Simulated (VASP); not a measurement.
# AlN (P6_3mc) in VASP: single point with PBE

Aim: the single point of AlN with PBE.

Program: VASP 6.6.1. These are calculated values, not measurements. Logs are shortened: lines on timing, memory, paths and dates and some standing lists are left out, and cuts for length are marked.

## (1) The cell of the first run

The structure is hexagonal, space group P6_3mc (No. 186). The conventional cell has a = 3.130 Å, b = 3.130 Å, c = 5.018 Å, α = 90.00°, β = 90.00°, γ = 120.00°. Al (site symmetry 3m) has 4 N at 1.90 to 1.91 Å within 2.5 Å. Within 2.5 Å of N (site symmetry 3m) lie 4 Al at 1.90 to 1.91 Å.

## (2) Single point, PBE, non-collinear spin, zero start, spin-orbit coupling

File INCAR:

```
SYSTEM = AlN
PREC     = Accurate       ! precision mode
ENCUT    = 600            ! plane-wave cutoff, eV
EDIFF    = 1E-6           ! SCF threshold, eV
ISMEAR   = 0              ! smearing method
SIGMA    = 0.02           ! smearing width, eV
LREAL    = .False.        ! projectors in reciprocal space
LASPH    = .True.         ! aspherical terms in the spheres
NELM     = 200            ! most SCF steps
ALGO     = Normal         ! electronic algorithm
ISIF     = 2              ! what is computed and relaxed
LWAVE    = .False.        ! write WAVECAR
LCHARG   = .False.        ! write CHGCAR
LNONCOLLINEAR= .True.         ! non-collinear magnetism
MAGMOM   = 0 0 0 0 0 0 0 0 0 0 0 0 ! initial moments
LORBIT   = 11             ! projections on sites
LSORBIT  = .True.         ! spin-orbit coupling
GGA_COMPAT= .False.      
LORBMOM  = .True.       
GGA      = PE             ! functional
NBANDS   = 30             ! bands
```

File KPOINTS:

```
Automatic mesh
0
Gamma
  9 9 6
  0 0 0
```

File POSCAR:

```
AlN
1.0
    3.1302330203      0.0000000000      0.0000000000
   -1.5651165101      2.7108613153      0.0000000000
    0.0000000000      0.0000000000      5.0179780826
Al N
2 2
Direct
    0.3333333333      0.6666666667     -0.0007712990
    0.6666666667      0.3333333333      0.4992287010
    0.3333333333      0.6666666667      0.3807712990
    0.6666666667      0.3333333333      0.8807712990
```

Potentials or basis: VASP PAW PBE potentials, release 64 (Al, N).

Command:

```
$ cat potpaw_PBE.64/Al/POTCAR potpaw_PBE.64/N/POTCAR > POTCAR
$ mpirun -np 1 vasp_ncl > vasp.out
```

OUTCAR:

```text
SYSTEM = AlN
   PREC = Accurate
   ENCUT = 600
   EDIFF = 1E-6
   ISMEAR = 0
   LREAL = .False.
   LASPH = .True.
   NELM = 200
   ISIF = 2
   LNONCOLLINEAR = .True.
   LORBIT = 11
   LSORBIT = .True.
   GGA = PE

 ion  position               nearest neighbor table
   1  0.333  0.667  0.999-   4 1.90   4 1.90   4 1.90   3 1.91   2 3.09   2 3.09   2 3.09   2 3.09
                             2 3.09   2 3.09
   2  0.667  0.333  0.499-   3 1.90   3 1.90   3 1.90   4 1.91   1 3.09   1 3.09   1 3.09   1 3.09
                             1 3.09   1 3.09
   3  0.333  0.667  0.381-   2 1.90   2 1.90   2 1.90   1 1.91
   4  0.667  0.333  0.881-   1 1.90   1 1.90   1 1.90   2 1.91

  LATTYP: Found a hexagonal cell.
 ALAT       =     3.1302330203
 C/A-ratio  =     1.6030685416

  Lattice vectors:

 A1 = (   3.1302330203,   0.0000000000,   0.0000000000)
 A2 = (  -1.5651165101,   2.7108613153,   0.0000000000)
 A3 = (   0.0000000000,   0.0000000000,   5.0179780826)

Analysis of symmetry for initial positions (statically):
=====================================================================
 Subroutine PRICEL returns:
 Original cell was already a primitive cell.

 Routine SETGRP: Setting up the symmetry group for a
 hexagonal supercell.

 Subroutine GETGRP returns: Found 12 space group operations
 (whereof  6 operations were pure point group operations)
 out of a pool of 24 trial point group operations.

The static configuration has the point symmetry C_3v.
 The point group associated with its full space group is C_6v.

Analysis of symmetry for dynamics (positions and initial velocities):
=====================================================================
 Subroutine PRICEL returns:
 Original cell was already a primitive cell.

 Routine SETGRP: Setting up the symmetry group for a
 hexagonal supercell.

 Subroutine GETGRP returns: Found 12 space group operations
 (whereof  6 operations were pure point group operations)
 out of a pool of 24 trial point group operations.

The dynamic configuration has the point symmetry C_3v.
 The point group associated with its full space group is C_6v.

Analysis of structural, dynamic, and magnetic symmetry:
=====================================================================
 Subroutine PRICEL returns:
 Original cell was already a primitive cell.

 Routine SETGRP: Setting up the symmetry group for a
 hexagonal supercell.

 Subroutine GETGRP returns: Found 12 space group operations
 (whereof  6 operations were pure point group operations)
 out of a pool of 24 trial point group operations.

The overall configuration has the point symmetry C_3v.
 The point group associated with its full space group is C_6v.

 Subroutine INISYM returns: Found 12 space group operations
 (whereof  6 operations are pure point group operations),
 and found     1 'primitive' translations

----------------------------------------------------------------------------------------

                                     Primitive cell

  volume of cell :      42.5807

  direct lattice vectors                    reciprocal lattice vectors
     3.130233020  0.000000000  0.000000000     0.319465035  0.184443224  0.000000000
    -1.565116510  2.710861315  0.000000000     0.000000000  0.368886447  0.000000000
     0.000000000  0.000000000  5.017978083     0.000000000  0.000000000  0.199283453

  length of vectors
     3.130233020  3.130233020  5.017978083     0.368886447  0.368886447  0.199283453

  position of ions in fractional coordinates (direct lattice)
     0.333333333  0.666666667  0.999228701
     0.666666667  0.333333333  0.499228701
     0.333333333  0.666666667  0.380771299
     0.666666667  0.333333333  0.880771299

  ion indices of the primitive-cell ions
   primitive index   ion index
                 1           1
                 2           2
                 3           3
                 4           4

----------------------------------------------------------------------------------------

 KPOINTS: Automatic mesh

Automatic generation of k-mesh.
 Grid dimensions read from file:
 generate k-points for:    9    9    6

[... 111 lines left out ...]
  ext. energy  EPLUGINS =         0.00000000
  ---------------------------------------------------
  free energy    TOTEN  =       -29.78370268 eV

  energy without entropy =      -29.78370268  energy(sigma->0) =      -29.78370268

 E-fermi :   6.1384     XC(G=0): -10.8271

 val. band max:        5.9647646039   @ k =   0.0000   0.0000   0.0000
 cond. band min:      10.0075124236   @ k =   0.0000   0.0000   0.0000
 fundamental gap:      4.0427478196
 Fermi energy:         6.1383718863

 k-point     1 :       0.0000    0.0000    0.0000
  band No.  band energies     occupation
      1      -9.1040      1.00000
      2      -9.1040      1.00000
      3      -7.0214      1.00000
      4      -7.0214      1.00000
      5       0.0584      1.00000
      6       0.0584      1.00000
[... 733 lines left out ...]
     27      17.9888      0.00000
     28      17.9897      0.00000

 [... further k-points ...]

 [bands above 28 left out]

------------------------ aborting loop because EDIFF is reached ----------------------------------------

  FORCE on cell =-STRESS in cart. coord.  units (eV):
  Direction    XX          YY          ZZ          XY          YZ          ZX
  --------------------------------------------------------------------------------------
  -------------------------------------------------------------------------------------
  Total       -0.1080160     -0.1080160     -0.0919667     -0.0000000      0.0000000      0.0000000
  in kB       -4.0643009     -4.0643009     -3.4604178     -0.0000000      0.0000000      0.0000000
  external PRESSURE =      -3.8630065 kB  Pullay stress =       0.0000000 kB

 VOLUME and BASIS-vectors are now :
 -----------------------------------------------------------------------------
  energy-cutoff  :      600.00
  volume of cell :       42.58
      direct lattice vectors                 reciprocal lattice vectors
     3.130233020  0.000000000  0.000000000     0.319465035  0.184443224  0.000000000
    -1.565116510  2.710861315  0.000000000     0.000000000  0.368886447  0.000000000
     0.000000000  0.000000000  5.017978083     0.000000000  0.000000000  0.199283453

 POSITION                                       TOTAL-FORCE (eV/Angst)
 -----------------------------------------------------------------------------------
     -0.00000      1.80724      5.01411         0.000000      0.000000      0.000711
      1.56512      0.90362      2.50512         0.000000      0.000000      0.000711
     -0.00000      1.80724      1.91070         0.000000     -0.000000     -0.000711
      1.56512      0.90362      4.41969        -0.000000      0.000000     -0.000711
 -----------------------------------------------------------------------------------
    total drift:                               -0.000000      0.000000      0.000526

  FREE ENERGIE OF THE ION-ELECTRON SYSTEM (eV)
  ---------------------------------------------------
  free  energy   TOTEN  =       -29.7837026757 eV

  energy  without entropy=      -29.7837026757  energy(sigma->0) =      -29.78370268

 orbital moment (x)

 # of ion     p       tot
 --------------------------------
  1         0.000   0.000
  2        -0.000  -0.000
  3         0.000   0.000
  4        -0.000  -0.000
 --------------------------------
           -0.000  -0.000

 orbital moment (y)

 # of ion     p       tot
 --------------------------------
  1        -0.000  -0.000
  2         0.000   0.000
  3         0.000   0.000
  4        -0.000  -0.000
 --------------------------------
           -0.000  -0.000

 orbital moment (z)

 # of ion     p       tot
 --------------------------------
  1         0.000   0.000
  2         0.000   0.000
  3        -0.000  -0.000
  4        -0.000  -0.000
 --------------------------------
            0.000   0.000

 Spin-Orbit-Coupling matrix elements

 Ion:    1  E_soc:     -0.0000999
 l=   1
     0.0000000    -0.0000165    -0.0000169
    -0.0000165     0.0000000    -0.0000165
    -0.0000169    -0.0000165     0.0000000
 l=   2
     0.0000000     0.0000000     0.0000000     0.0000000     0.0000000
     0.0000000     0.0000000     0.0000000     0.0000000     0.0000000
     0.0000000     0.0000000     0.0000000     0.0000000     0.0000000
     0.0000000     0.0000000     0.0000000     0.0000000     0.0000000
     0.0000000     0.0000000     0.0000000     0.0000000     0.0000000
 l=   3
     0.0000000     0.0000000     0.0000000     0.0000000     0.0000000     0.0000000     0.0000000
     0.0000000     0.0000000     0.0000000     0.0000000     0.0000000     0.0000000     0.0000000
     0.0000000     0.0000000     0.0000000     0.0000000     0.0000000     0.0000000     0.0000000
     0.0000000     0.0000000     0.0000000     0.0000000     0.0000000     0.0000000     0.0000000
[... 49 lines left out ...]
 l=   2
     0.0000000     0.0000000     0.0000000     0.0000000     0.0000000
     0.0000000     0.0000000     0.0000000     0.0000000     0.0000000
     0.0000000     0.0000000     0.0000000     0.0000000     0.0000000
     0.0000000     0.0000000     0.0000000     0.0000000     0.0000000
     0.0000000     0.0000000     0.0000000     0.0000000     0.0000000
 l=   3
     0.0000000     0.0000000     0.0000000     0.0000000     0.0000000     0.0000000     0.0000000
     0.0000000     0.0000000     0.0000000     0.0000000     0.0000000     0.0000000     0.0000000
     0.0000000     0.0000000     0.0000000     0.0000000     0.0000000     0.0000000     0.0000000
     0.0000000     0.0000000     0.0000000     0.0000000     0.0000000     0.0000000     0.0000000
     0.0000000     0.0000000     0.0000000     0.0000000     0.0000000     0.0000000     0.0000000
     0.0000000     0.0000000     0.0000000     0.0000000     0.0000000     0.0000000     0.0000000
     0.0000000     0.0000000     0.0000000     0.0000000     0.0000000     0.0000000     0.0000000

 total charge

# of ion       s       p       d       tot
------------------------------------------
    1        0.366   0.431   0.000   0.796
    2        0.366   0.431   0.000   0.796
    3        1.219   2.617   0.000   3.836
    4        1.219   2.617   0.000   3.836
--------------------------------------------------
tot          3.169   6.096   0.000   9.265

 magnetization (x)

# of ion       s       p       d       tot
------------------------------------------
    1        0.000   0.000   0.000   0.000
    2       -0.000  -0.000   0.000  -0.000
    3        0.000   0.000   0.000   0.000
    4        0.000   0.000   0.000   0.000
--------------------------------------------------
tot          0.000   0.000   0.000   0.000

 magnetization (y)

# of ion       s       p       d       tot
------------------------------------------
    1        0.000   0.000   0.000   0.000
    2        0.000  -0.000   0.000  -0.000
    3        0.000   0.000   0.000   0.000
    4        0.000   0.000   0.000   0.000
--------------------------------------------------
tot          0.000  -0.000   0.000  -0.000

 magnetization (z)

# of ion       s       p       d       tot
------------------------------------------
    1        0.000  -0.000   0.000  -0.000
    2        0.000  -0.000   0.000  -0.000
    3       -0.000   0.000   0.000  -0.000
    4       -0.000   0.000   0.000  -0.000
--------------------------------------------------
tot         -0.000  -0.000   0.000  -0.000
```

It took 2.9 min on 1 thread of Oxide Virtual Turin-like, shared host; peak memory 0.35 GiB.

Results:

```
Free energy                                           : -29.7837 eV
Pressure                                              : -0.4 GPa
Net moment                                            : 0.00 μB per cell
Valence electrons inside the program's atomic spheres : Al 0.80; N 3.84
```

Moments on the atoms (μB; x, y, z):
```
Al  0.00 0.00 0.00
Al  0.00 0.00 0.00
N   0.00 0.00 0.00
N   0.00 0.00 0.00
```
